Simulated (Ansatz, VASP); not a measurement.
One calculation of Al5BP6, two programs

Contents of INCAR:

```
PREC = Accurate ; ENCUT = 600
EDIFF = 1E-6 ; ISMEAR = 0
SIGMA = 0.1 ; LREAL = F
LASPH = T ; NELM = 100
ALGO = Normal ; ISIF = 3
LWAVE = F ; LCHARG = F
GGA = PE ; IBRION = 2
NSW = 80 ; EDIFFG = -0.025
```

File KPOINTS:

```
regular mesh
0
Gamma
  2 3 3
```

POSCAR

```
Al5BP6
1.0
    0.0420596585     -0.0503920495      6.1922843357
    6.7453884803     -0.0466994216      0.0443218330
   -3.4131370741      5.8379635812     -0.0681489268
Al B P
5 1 6
Direct
   -0.0062498680      0.7084214202      1.0298838146
   -0.0257266840      0.2788484403      0.2886843905
    0.0164942967     -0.0138639440      0.6504976279
    0.5132881631      0.6691306587      0.3291178431
    0.4715385971      0.3316930612      0.6464649494
    0.4875287306      0.0091889413      0.0127926212
    0.3983964543      0.7181469559      0.0154329423
    0.3789125523      0.2841791821      0.3032130502
    0.3879186739     -0.0004728825      0.7081134653
    0.8349932426     -0.0176796225     -0.0188150053
    0.8822493607      0.6830188973      0.3573917182
    0.9106544808      0.3493888920      0.6772225827
```

Input for Ansatz:

```yaml
crystal:
  lattice:
    - [0.0420596585, -0.0503920495, 6.1922843357]
    - [6.7453884803, -0.0466994216, 0.044321833]
    - [-3.4131370741, 5.8379635812, -0.0681489268]
  atoms:
    - { symbol: Al, position: [-0.006249868, 0.7084214202, 1.0298838146] }
    - { symbol: Al, position: [-0.025726684, 0.2788484403, 0.2886843905] }
    - { symbol: Al, position: [0.0164942967, -0.013863944, 0.6504976279] }
    - { symbol: Al, position: [0.5132881631, 0.6691306587, 0.3291178431] }
    - { symbol: Al, position: [0.4715385971, 0.3316930612, 0.6464649494] }
    - { symbol: B, position: [0.4875287306, 0.0091889413, 0.0127926212] }
    - { symbol: P, position: [0.3983964543, 0.7181469559, 0.0154329423] }
    - { symbol: P, position: [0.3789125523, 0.2841791821, 0.3032130502] }
    - { symbol: P, position: [0.3879186739, -0.0004728825, 0.7081134653] }
    - { symbol: P, position: [0.8349932426, -0.0176796225, -0.0188150053] }
    - { symbol: P, position: [0.8822493607, 0.6830188973, 0.3573917182] }
    - { symbol: P, position: [0.9106544808, 0.349388892, 0.6772225827] }
basis:
  ecutwfc: 420
kpoints:
  mp_grid: { grid: [2, 3, 3] }
hamiltonian:
  xc: pbe
scf:
  occupations: { method: gaussian, width: 0.1 }
  lower_state_search: "off"
output:
  forces: true
  stress: true
  eigenvalues: true
relax:
  adjacent_minimum: "off"
  f_tol: 0.025
  max_steps: 60
  cell: { stress_tol: 0.25 }
```

Change from the starting cell: cell x1, atoms moved at random (sigma 0.1 Å) and cell strained at random (1.5 %), then relaxed without symmetry.

Alike in both runs: task relaxation of cell and atoms; functional PBE; k mesh 2 × 3 × 3; occupations gaussian, width 0.1 eV; no spin polarisation.

```csv
,VASP,Ansatz
version,VASP 6.6.1,Ansatz 0.2.0
potentials or method,"VASP PAW PBE potentials, release 64 (Al, B, P), cutoff 600 eV","scalar-relativistic, plane waves, PAW"
valence electrons in the cell,48,48
```

```csv
,VASP,Ansatz,Ansatz less VASP
"gap on the k mesh at the Fermi level, each at its own relaxed structure (eV)",1.69,1.70,+0.005
relaxed volume (Å³/atom),19.10,19.12,+0.022
relaxed cell length with the largest relative difference (Å),6.201,6.204,+0.0027
```

The k mesh is coarse, so the values compare programs but aren't converged.
